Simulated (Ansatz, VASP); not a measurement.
# CdSe: VASP beside Ansatz

The input POSCAR:

```
CdSe
1.0
    0.0000000000      2.8429458735      2.8429458735
    2.8429458735      0.0000000000      2.8429458735
    2.8429458735      2.8429458735      0.0000000000
Cd Se
1 1
Direct
    0.0000000000      0.0000000000      0.0000000000
    0.5000000000      0.5000000000      0.5000000000
```

Contents of INCAR.step1:

```
PREC     = Accurate       # precision mode
ENCUT    = 520            # plane-wave cutoff, eV
EDIFF    = 1E-5           # SCF threshold, eV
ISMEAR   = -1             # smearing method
SIGMA    = 0.02           # smearing width, eV
LREAL    = F              # projectors in reciprocal space
LASPH    = T              # aspherical terms in the spheres
NELM     = 60             # most SCF steps
ALGO     = Normal         # electronic algorithm
ISIF     = 2              # what is computed and relaxed
LWAVE    = T              # write WAVECAR
LCHARG   = F              # write CHGCAR
GGA      = PE             # functional
NBANDS   = 16             # bands
```

File INCAR.step2:

```
PREC     = Accurate       # precision mode
ENCUT    = 520            # plane-wave cutoff, eV
EDIFF    = 1E-7           # SCF threshold, eV
ISMEAR   = -1             # smearing method
SIGMA    = 0.02           # smearing width, eV
LREAL    = F              # projectors in reciprocal space
LASPH    = T              # aspherical terms in the spheres
NELM     = 60             # most SCF steps
ALGO     = Normal         # electronic algorithm
ISIF     = 2              # what is computed and relaxed
LWAVE    = F              # write WAVECAR
LCHARG   = F              # write CHGCAR
GGA      = PE             # functional
LHFCALC  = T              # exact exchange
AEXX     = 0.5            # exact-exchange fraction
HFSCREEN = 0.3            # screening, 1/A
PRECFOCK = Normal       
ISTART   = 1            
NBANDS   = 16             # bands
```

KPOINTS

```
regular mesh
0
Gamma
  4 4 4
```

Input for Ansatz:

```yaml
crystal:
  lattice:
    - [0.0, 2.8429458735, 2.8429458735]
    - [2.8429458735, 0.0, 2.8429458735]
    - [2.8429458735, 2.8429458735, 0.0]
  atoms:
    - { symbol: Cd, position: [0.0, 0.0, 0.0] }
    - { symbol: Se, position: [0.5, 0.5, 0.5] }
kpoints:
  mp_grid: { grid: [4, 4, 4] }
hamiltonian:
  xc: { exchange: pbe, correlation: pbe, exx: { coeff: 0.5, omega: 0.3 } }
scf:
  occupations: { method: fermi_dirac, width: 0.02 }
  n_extra_bands: 4
output:
  forces: true
  stress: true
  eigenvalues: true
```

Alike in both runs: task single point; functional PBE-based screened hybrid; k mesh 4 × 4 × 4; occupations fermi-dirac, width 0.02 eV; no spin polarisation.

|  | VASP | Ansatz |
| --- | --- | --- |
| version | VASP 6.6.1 | Ansatz 0.2.0 |
| potentials or method | VASP PAW PBE potentials, release 64 (Cd, Se) | plane waves |
| plane-wave cutoff (eV) | 520 | 420 |
| valence electrons in the cell | 18 | 36 |

```tsv
	VASP	Ansatz	Ansatz less VASP
gap on the k mesh at the Fermi level (eV)	1.04	1.02	-0.018
pressure (GPa)	-0.4	-0.5	-0.10
```

VASP's potentials were made for PBE, not for PBE-based screened hybrid. VASP's potentials hold 18 valence electrons a cell and Ansatz's 36, so a difference there can come from the potentials and not from the codes. Ansatz's warnings: stress exchange threshold loose, stress scf threshold loose.

The k mesh is coarse, so the values compare programs but aren't converged.
